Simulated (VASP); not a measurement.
Here is a VASP 6.6.1 calculation.

The input INCAR:

```
PREC = Accurate ; ENCUT = 520
EDIFF = 1E-6 ; ISMEAR = 0
SIGMA = 0.012 ; LREAL = F
LASPH = T ; NELM = 100
ALGO = Normal ; ISIF = 2
LWAVE = F ; LCHARG = T
GGA = PE ; LELF = T
LVHAR = T ; NBANDS = 28
```

The input KPOINTS:

```
regular mesh
0
Gamma
  7 7 6
```

File POSCAR:

```
PbS
1.0
    2.0799526950     -5.9912968650      0.0000000000
    2.0799526950      5.9912968650      0.0000000000
    0.0000000000      0.0000000000      4.2793209400
Pb S
2 2
Direct
    0.1305633500      0.8694366500      0.2500000000
    0.8694366500      0.1305633500      0.7500000000
    0.3547970900      0.6452029100      0.2500000000
    0.6452029100      0.3547970900      0.7500000000
```

Potentials or basis: VASP PAW PBE potentials, release 64 (Pb_d, S).

The run is started by

```bash
$ cat potpaw_PBE.64/Pb_d/POTCAR potpaw_PBE.64/S/POTCAR > POTCAR
$ mpirun -np 1 vasp_std > vasp.out
```

Task: Predict the largest force.

Result: 0.103 eV/Å.

Task: Estimate the pressure.

Result: 1.0 GPa.

Task: Predict the band gap on the k mesh.

Result: 1.26 eV, indirect (least direct gap 1.43 eV).

Forces on the atoms (eV/Å):
```
Pb   0.000  0.070  0.000
Pb   0.000 -0.070  0.000
S    0.000 -0.103  0.000
S    0.000  0.103  0.000
```

Caveat: spin-orbit coupling is left out, which moves the levels of the heavy elements. A k mesh can miss the band edges.
